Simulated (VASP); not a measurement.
The system is CdSe.

```xyz
2
Lattice="0.0000 2.8740 2.8740 2.8740 0.0000 2.8740 2.8740 2.8740 0.0000" Properties=species:S:1:pos:R:3 pbc="T T T"
Cd    0.0000    0.0000    0.0000
Se    2.8740    2.8740    2.8740
```

Base run:

```yaml
Program: VASP 6.6.1
Functional: revPBE
Potentials_or_basis: VASP PAW PBE potentials, release 64 (Cd, Se)
Cutoff: 520 eV
k_mesh: 8 × 8 × 8
Occupations: fermi-dirac, width 0.05 eV
Spin: no spin polarisation
```

Its results: band gap on the k mesh zero (bands 9 and 10 overlap by 0.36 eV); pressure 1.6 GPa.

Q: After a change of settings the same cell gave: band gap on the k mesh zero (bands 9 and 10 overlap by 0.33 eV); pressure 2.2 GPa. Which change was it?
A. functional from revPBE to r2SCAN0; cutoff from 520 eV to 440 eV; k mesh from 8 × 8 × 8 to 4 × 4 × 4
B. functional from revPBE to RPBE
C. functional from revPBE to BLYP; cutoff from 520 eV to 500 eV
D. functional from revPBE to r2SCANh; cutoff from 520 eV to 440 eV; k mesh from 8 × 8 × 8 to 4 × 4 × 4

A: B.

Caveats: semilocal functionals underestimate gaps, so a narrow gap can read as zero; the PAW data sets were made with another functional, which shifts forces and pressure a little.
